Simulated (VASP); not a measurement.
# Br (Cmce) in VASP: notebook

The runs below take Br through single point, with PBE+D3(BJ).

Program: VASP 6.6.1. These are calculated values, not measurements. Logs are shortened: lines on timing, memory, paths and dates and some standing lists are left out, and cuts for length are marked.

### Step 1. The cell of the first run

The structure is orthorhombic, space group Cmce (No. 64). Conventional cell: a = 7.127 Å, b = 4.174 Å, c = 8.612 Å, α = 90.00°, β = 90.00°, γ = 90.00°. Within 3.2 Å of Br (site symmetry m) lie 3 Br at 2.40 to 3.07 Å.

### Step 2. Single point, PBE+D3(BJ) (volume scaled by 1.03, then relaxed in part)

INCAR

```
  ALGO = Normal
  EDIFF = 1E-6
  ENCUT = 520
  GGA = PE
  ISIF = 2
  ISMEAR = 0
  IVDW = 12
  LASPH = T
  LCHARG = F
  LREAL = F
  LWAVE = F
  NBANDS = 22
  NELM = 80
  PREC = Accurate
  SIGMA = 0.02
```

KPOINTS

```
k-points
0
Gamma
  8 8 4
```

POSCAR

```
Br
1.0
    3.5634373706     -2.0868698930      0.0000000000
    3.5634373706      2.0868698930      0.0000000000
    0.0000000000      0.0000000000      8.6123917000
Br
4
Direct
    0.8511687762      0.1488312238      0.1189274016
    0.6488312238      0.3511687762      0.6189274016
    0.1488312238      0.8511687762      0.8810725984
    0.3511687762      0.6488312238      0.3810725984
```

Potentials or basis: VASP PAW PBE potentials, release 64 (Br).

On the command line:

```
cat potpaw_PBE.64/Br/POTCAR > POTCAR
mpirun -np 1 vasp_std > vasp.out
```

OUTCAR:

```text
EDIFF = 1E-6
   ENCUT = 520
   GGA = PE
   ISIF = 2
   ISMEAR = 0
   IVDW = 12
   LASPH = T
   LREAL = F
   NELM = 80
   PREC = Accurate
 IVDW          = 12

 ion  position               nearest neighbor table
   1  0.851  0.149  0.119-   3 2.40
   2  0.649  0.351  0.619-   4 2.40
   3  0.149  0.851  0.881-   1 2.40
   4  0.351  0.649  0.381-   2 2.40

  LATTYP: Found a base centered orthorhombic cell.
 ALAT       =     4.1737397860
 B/A-ratio  =     1.7075512865
 C/A-ratio  =     2.0634711653

  Lattice vectors:

 A1 = (  -3.5634373706,  -2.0868698930,   0.0000000000)
 A2 = (   3.5634373706,  -2.0868698930,   0.0000000000)
 A3 = (   0.0000000000,   0.0000000000,   8.6123917000)

Analysis of symmetry for initial positions (statically):
=====================================================================
 Subroutine PRICEL returns:
 Original cell was already a primitive cell.

 Routine SETGRP: Setting up the symmetry group for a
 base centered orthorhombic supercell.

 Subroutine GETGRP returns: Found  8 space group operations
 (whereof  4 operations were pure point group operations)
 out of a pool of  8 trial point group operations.

The static configuration has the point symmetry C_2h.
 The point group associated with its full space group is D_2h.

Analysis of symmetry for dynamics (positions and initial velocities):
=====================================================================
 Subroutine PRICEL returns:
 Original cell was already a primitive cell.

 Routine SETGRP: Setting up the symmetry group for a
 base centered orthorhombic supercell.

 Subroutine GETGRP returns: Found  8 space group operations
 (whereof  4 operations were pure point group operations)
 out of a pool of  8 trial point group operations.

The dynamic configuration has the point symmetry C_2h.
 The point group associated with its full space group is D_2h.

 Subroutine INISYM returns: Found  8 space group operations
 (whereof  4 operations are pure point group operations),
 and found     1 'primitive' translations

----------------------------------------------------------------------------------------

                                     Primitive cell

  volume of cell :     128.0909

  direct lattice vectors                    reciprocal lattice vectors
     3.563437371 -2.086869893  0.000000000     0.140313958 -0.239593279  0.000000000
     3.563437371  2.086869893  0.000000000     0.140313958  0.239593279  0.000000000
     0.000000000  0.000000000  8.612391700     0.000000000  0.000000000  0.116111765

  length of vectors
     4.129541360  4.129541360  8.612391700     0.277656165  0.277656165  0.116111765

  position of ions in fractional coordinates (direct lattice)
     0.851168776  0.148831224  0.118927402
     0.648831224  0.351168776  0.618927402
     0.148831224  0.851168776  0.881072598
     0.351168776  0.648831224  0.381072598

  ion indices of the primitive-cell ions
   primitive index   ion index
                 1           1
                 2           2
                 3           3
                 4           4

----------------------------------------------------------------------------------------

 KPOINTS: k-points

Automatic generation of k-mesh.
 Grid dimensions read from file:
 generate k-points for:    8    8    4

 Generating k-lattice:

  Cartesian coordinates                     Fractional coordinates (reciprocal lattice)
     0.017539245 -0.029949160  0.000000000     0.125000000 -0.000000000  0.000000000
     0.017539245  0.029949160  0.000000000    -0.000000000  0.125000000  0.000000000
     0.000000000  0.000000000  0.029027941     0.000000000  0.000000000  0.250000000

  Length of vectors
     0.034707021  0.034707021  0.029027941

  Shift w.r.t. Gamma in fractional coordinates (k-lattice)
     0.000000000  0.000000000  0.000000000

 Subroutine IBZKPT returns following result:
 ===========================================

 Found     63 irreducible k-points:

 Following reciprocal coordinates:
            Coordinates               Weight
  0.000000  0.000000  0.000000      1.000000
  0.125000 -0.000000  0.000000      4.000000
  0.250000 -0.000000  0.000000      4.000000
  0.375000  0.000000  0.000000      4.000000
  0.500000 -0.000000  0.000000      2.000000
  0.125000  0.125000  0.000000      2.000000
[... 16 lines left out ...]
  0.125000 -0.000000  0.250000      8.000000
  0.250000 -0.000000  0.250000      8.000000
 [... further k-points ...]
   k-points           NKPTS =     63   k-points in BZ     NKDIM =     63   number of bands    NBANDS=     22
   number of dos      NEDOS =    301   number of ions     NIONS =      4
   total plane-waves  NPLWV =  65536
   dimension x,y,z NGX =    32 NGY =   32 NGZ =   64
   dimension x,y,z NGXF=    64 NGYF=   64 NGZF=  128
   ions per type =               4
   NGX,Y,Z   is equivalent  to a cutoff of  12.88, 12.88, 12.35 a.u.
   NGXF,Y,Z  is equivalent  to a cutoff of  25.76, 25.76, 24.71 a.u.
 SYSTEM =  unknown system
   PREC   = accura    normal or accurate (medium, high low for compatibility)
   ISTART =      0    job   : 0-new  1-cont  2-samecut
   ICHARG =      2    charge: 1-file 2-atom 10-const
   ISPIN  =      1    spin polarized calculation?
   LNONCOLLINEAR =      F non collinear calculations
   LSORBIT =      F    spin-orbit coupling
   LASPH  =      T    aspherical Exc in radial PAW
   ENCUT  =  520.0 eV  38.22 Ry    6.18 a.u.   7.68  7.68 16.01*2*pi/ulx,y,z
   NELM   =     80;   NELMIN=  2; NELMDL= -5     # of ELM steps
   EDIFF  = 0.1E-05   stopping-criterion for ELM
   LREAL  =      F    real-space projection
   EDIFFG = 0.1E-04   stopping-criterion for IOM
   NSW    =      0    number of steps for IOM
   IBRION =     -1    ionic relax: 0-MD 1-quasi-New 2-CG
   NFREE  =      0    steps in history (QN), initial steepest desc. (CG)
   ISIF   =      2    stress and relaxation
   ISYM   =      2    0-nonsym 1-usesym 2-fastsym
   POTIM  = 0.5000    time-step for ionic-motion
   TEBEG  =    0.0;   TEEND  =   0.0 temperature during run
   PSTRESS=    0.0 pullay stress
   NELECT =      28.0000    total number of electrons
   NUPDOWN=      -1.0000    fix difference up-down
   EMIN   =  10.00;   EMAX   =-10.00  energy-range for DOS
   EFERMI =   0.00;   METHOD = LEGACY
   ISMEAR =     0;   SIGMA  =   0.02  broadening in eV -4-tet -1-fermi 0-gaus
   EFERMI_NEDOS =   21; number of points for ismear=-14 and -15
   IALGO  =     38    algorithm
   IMIX   =      4    mixing-type and parameters
     AMIX     =   0.40;   BMIX     =  1.00
     AMIX_MAG =   1.60;   BMIX_MAG =  1.00
  volume/ion in A,a.u.               =      32.02       216.10
  Fermi-wavevector in a.u.,A,eV,Ry     =   0.986177  1.863604 13.232272  0.972545
  Thomas-Fermi vector in A             =   2.117538
   LORBIT       =      0    0 simple, 1 ext, 2 COOP (PROOUT), +10 PAW based schemes
   GGA     = PE    functional components
   LHFCALC =     F    Hartree Fock is set to
   AEXX    =    0.0000 exact exchange contribution
   IVDW    =    12    specifies the selected vdW correction
   LEPSILON=     F    determine dielectric tensor
   LRPA    =     F    only Hartree local field effects (RPA)
 non-spin polarized calculation
 Gauss-broadening in eV      SIGMA  =   0.02
  energy-cutoff  :      520.00
  volume of cell :      128.09
 maximum number of plane-waves:      3484
   NGX = 15   NGY = 15   NGZ = 33

 number of electron      27.9999999 magnetization

 Free energy of the ion-electron system (eV)
  ---------------------------------------------------
  ext. energy  EPLUGINS =         0.00000000
  ---------------------------------------------------
  free energy    TOTEN  =        -6.49367720 eV

  energy without entropy =       -6.49367720  energy(sigma->0) =       -6.49367720

 E-fermi :   0.3202     XC(G=0):  -8.1351

 val. band max:        0.1759357287   @ k =   0.0000   0.0000   0.0000
 cond. band min:       1.5012816518   @ k =   0.1250  -0.0000   0.0000
 fundamental gap:      1.3253459231
 Fermi energy:         0.3202124760

 k-point     1 :       0.0000    0.0000    0.0000
  band No.  band energies     occupation
      1     -15.6886      2.00000
      2     -15.0412      2.00000
      3     -13.5622      2.00000
      4     -12.3791      2.00000
      5      -4.8995      2.00000
      6      -3.4247      2.00000
[... 14 lines left out ...]
     21       9.6824      0.00000
     22      10.2756      0.00000

 k-point     2 :       0.1250   -0.0000    0.0000
  band No.  band energies     occupation
      1     -15.6349      2.00000
      2     -15.0290      2.00000
      3     -13.5203      2.00000
      4     -12.4331      2.00000
      5      -4.8986      2.00000
      6      -3.5896      2.00000
[... 14 lines left out ...]
     21       9.4782      0.00000
     22       9.7120      0.00000

 k-point     3 :       0.2500   -0.0000    0.0000
  band No.  band energies     occupation
      1     -15.4893      2.00000
      2     -15.0099      2.00000
      3     -13.4034      2.00000
      4     -12.5837      2.00000
      5      -4.9267      2.00000
      6      -4.0679      2.00000
[... 14 lines left out ...]
     21       9.3281      0.00000
     22       9.6604      0.00000

 k-point     4 :       0.3750    0.0000    0.0000
  band No.  band energies     occupation
      1     -15.2974      2.00000
      2     -15.0283      2.00000
      3     -13.2314      2.00000
      4     -12.7958      2.00000
      5      -4.9758      2.00000
      6      -4.5861      2.00000
[... 14 lines left out ...]
     21       9.8118      0.00000
     22      10.7475      0.00000

 k-point     5 :       0.5000   -0.0000    0.0000
  band No.  band energies     occupation
      1     -15.1256      2.00000
      2     -15.1256      2.00000
      3     -13.0230      2.00000
      4     -13.0230      2.00000
      5      -4.9018      2.00000
      6      -4.9018      2.00000
[... 14 lines left out ...]
     21      10.9572      0.00000
     22      10.9572      0.00000

 k-point     6 :       0.1250    0.1250    0.0000
  band No.  band energies     occupation
      1     -15.6607      2.00000
      2     -15.0217      2.00000
      3     -13.5382      2.00000
      4     -12.3751      2.00000
      5      -4.8748      2.00000
      6      -3.4516      2.00000
[... 14 lines left out ...]
     21       9.7119      0.00000
     22       9.8291      0.00000

 k-point     7 :       0.2500    0.1250    0.0000
  band No.  band energies     occupation
      1     -15.5853      2.00000
      2     -14.9961      2.00000
      3     -13.4777      2.00000
      4     -12.4287      2.00000
      5      -4.8590      2.00000
      6      -3.6406      2.00000
[... 324 lines left out ...]
      6      -4.1966      2.00000
[... 14 lines left out ...]
     21       9.6626      0.00000
     22       9.9700      0.00000

 k-point    21 :       0.5000    0.5000    0.0000
  band No.  band energies     occupation
      1     -15.4914      2.00000
      2     -14.9050      2.00000
      3     -13.3936      2.00000
      4     -12.3516      2.00000
      5      -4.7120      2.00000
      6      -3.6039      2.00000
[... 14 lines left out ...]
     21      10.2938      0.00000
     22      10.4877      0.00000

 k-point    22 :       0.0000    0.0000    0.2500
  band No.  band energies     occupation
      1     -15.6209      2.00000
      2     -15.1814      2.00000
      3     -13.3512      2.00000
      4     -12.5341      2.00000
      5      -4.7203      2.00000
      6      -3.7205      2.00000
[... 14 lines left out ...]
     21       9.6382      0.00000
     22       9.9233      0.00000

 k-point    23 :       0.1250   -0.0000    0.2500
  band No.  band energies     occupation
      1     -15.5704      2.00000
      2     -15.1570      2.00000
      3     -13.3280      2.00000
      4     -12.5752      2.00000
      5      -4.7462      2.00000
      6      -3.8621      2.00000
[... 14 lines left out ...]
     21       9.3913      0.00000
     22       9.5709      0.00000

 k-point    24 :       0.2500   -0.0000    0.2500
  band No.  band energies     occupation
      1     -15.4350      2.00000
      2     -15.1036      2.00000
      3     -13.2631      2.00000
      4     -12.6913      2.00000
      5      -4.8150      2.00000
      6      -4.1722      2.00000
[... 14 lines left out ...]
     21       9.3569      0.00000
     22       9.3934      0.00000

 [... further k-points ...]

------------------------ aborting loop because EDIFF is reached ----------------------------------------

 Edisp (eV)   -0.89370

 E8    (eV) :    -0.3531

  FORCE on cell =-STRESS in cart. coord.  units (eV):
  Direction    XX          YY          ZZ          XY          YZ          ZX
  --------------------------------------------------------------------------------------
  -------------------------------------------------------------------------------------
  Total      -0.22791    -0.22629    -0.22340     0.00000    -0.00000     0.00000
  in kB      -2.85070    -2.83042    -2.79435     0.00000    -0.00000     0.00000
  external pressure =       -2.83 kB  Pullay stress =        0.00 kB

 VOLUME and BASIS-vectors are now :
 -----------------------------------------------------------------------------
  energy-cutoff  :      520.00
  volume of cell :      128.09
      direct lattice vectors                 reciprocal lattice vectors
     3.563437371 -2.086869893  0.000000000     0.140313958 -0.239593279  0.000000000
     3.563437371  2.086869893  0.000000000     0.140313958  0.239593279  0.000000000
     0.000000000  0.000000000  8.612391700     0.000000000  0.000000000  0.116111765

 POSITION                                       TOTAL-FORCE (eV/Angst)
 -----------------------------------------------------------------------------------
      3.56344     -1.46569      1.02425         0.000000      0.003127      0.002350
      3.56344     -0.62118      5.33045         0.000000     -0.003127      0.002350
      3.56344      1.46569      7.58814         0.000000     -0.003127     -0.002350
      3.56344      0.62118      3.28195         0.000000      0.003127     -0.002350
 -----------------------------------------------------------------------------------
    total drift:                               -0.000000      0.000000     -0.000000

  FREE ENERGIE OF THE ION-ELECTRON SYSTEM (eV)
  ---------------------------------------------------
  free  energy   TOTEN  =        -7.3873742262 eV

  energy  without entropy=       -7.3873742262  energy(sigma->0) =       -7.38737423
```

Wall time 90 s (1 thread of Intel Xeon Platinum 8488C (Sapphire Rapids), shared host); peak memory 0.31 GiB.

What came out:

```
Free energy                : -7.3874 eV
Pressure                   : -0.3 GPa
Largest force              : 0.004 eV/Å
Band gap on the k mesh     : 1.33 eV, indirect (least direct gap 1.35 eV)
Dispersion energy per atom : -0.223 eV
```

Forces on the atoms (eV/Å):
```
Br   0.000  0.003  0.002
Br   0.000 -0.003  0.002
Br   0.000 -0.003 -0.002
Br   0.000  0.003 -0.002
```

Levels at points of the mesh, in eV from the valence-band top:
| k point | band 10 | band 11 | band 12 | band 13 | band 14 | band 15 | band 16 | band 17 | band 18 | band 19 |
| --- | --- | --- | --- | --- | --- | --- | --- | --- | --- | --- |
| (0.00, 0.00, 0.00) | -1.47 | -1.40 | -0.56 | -0.47 | 0.00 | 1.35 | 2.27 | 5.85 | 6.71 | 6.89 |
| (0.50, 0.00, 0.00) | -2.02 | -1.44 | -1.44 | -0.66 | -0.66 | 2.42 | 2.42 | 6.87 | 6.87 | 9.00 |
| (0.50, 0.50, 0.00) | -1.99 | -1.90 | -1.51 | -0.66 | -0.22 | 1.33 | 2.10 | 6.83 | 7.77 | 8.16 |
| (0.00, 0.00, 0.50) | -1.71 | -1.10 | -1.10 | -0.20 | -0.20 | 1.63 | 1.63 | 6.49 | 6.49 | 7.84 |
| (0.50, 0.00, 0.50) | -2.12 | -0.80 | -0.80 | -0.06 | -0.06 | 1.77 | 1.77 | 7.26 | 7.26 | 8.23 |
| (0.50, 0.50, 0.50) | -1.97 | -1.23 | -1.23 | -0.92 | -0.92 | 1.57 | 1.57 | 7.93 | 7.93 | 8.90 |

### Step 3. Single point, PBE+D3(BJ) (volume scaled by 1.06, then relaxed in part)

INCAR

```
SYSTEM = Br
PREC = Accurate ; ENCUT = 520
EDIFF = 1E-6 ; ISMEAR = 0
SIGMA = 0.02 ; LREAL = .False.
LASPH = .True. ; NELM = 60
ALGO = Normal ; ISIF = 2
LWAVE = .False. ; LCHARG = .True.
GGA = PE ; IVDW = 12
LELF = .True. ; LVHAR = .True.
NBANDS = 22
```

KPOINTS

```
Automatic mesh
0
Gamma
  8 8 4
  0 0 0
```

POSCAR

```
Br
1.0
    3.6317254970     -2.1004146250      0.0000000000
    3.6317254970      2.1004146250      0.0000000000
    0.0000000000      0.0000000000      8.6404998996
Br
4
Direct
    0.8533464249      0.1466535751      0.1188381917
    0.6466535751      0.3533464249      0.6188381917
    0.1466535751      0.8533464249      0.8811618083
    0.3533464249      0.6466535751      0.3811618083
```

Potentials or basis: VASP PAW PBE potentials, release 64 (Br).

On the command line:

```
cat potpaw_PBE.64/Br/POTCAR > POTCAR
mpirun -np 1 vasp_std > vasp.out
```

Wall time 99 s (1 thread of Intel Xeon Platinum 8488C (Sapphire Rapids), shared host); peak memory 0.31 GiB.

The run converged. Its results:

```yaml
Free_energy: -7.3783 eV
Pressure: -0.5 GPa
Largest_force: 0.007 eV/Å
Band_gap_on_the_k_mesh: 1.33 eV, indirect (least direct gap 1.35 eV)
Dispersion_energy_per_atom: -0.216 eV
```

Forces in eV/Å, atoms in the order of the input:
```
Br   0.000  0.005 -0.005
Br   0.000 -0.005 -0.005
Br   0.000 -0.005  0.005
Br   0.000  0.005  0.005
```

Levels at points of the mesh, in eV from the valence-band top:
| k point | band 12 | band 13 | band 14 | band 15 | band 16 | band 17 |
| --- | --- | --- | --- | --- | --- | --- |
| (0.00, 0.00, 0.00) | -0.52 | -0.49 | 0.00 | 1.35 | 2.26 | 5.78 |
| (0.50, 0.00, 0.00) | -1.39 | -0.64 | -0.64 | 2.40 | 2.40 | 6.89 |
| (0.50, 0.50, 0.00) | -1.47 | -0.60 | -0.19 | 1.34 | 2.11 | 6.91 |
| (0.00, 0.00, 0.50) | -1.08 | -0.21 | -0.21 | 1.63 | 1.63 | 6.41 |
| (0.50, 0.00, 0.50) | -0.77 | -0.08 | -0.08 | 1.78 | 1.78 | 7.26 |
| (0.50, 0.50, 0.50) | -1.19 | -0.86 | -0.86 | 1.59 | 1.59 | 7.97 |

(Part 1 of 2 ends here.)
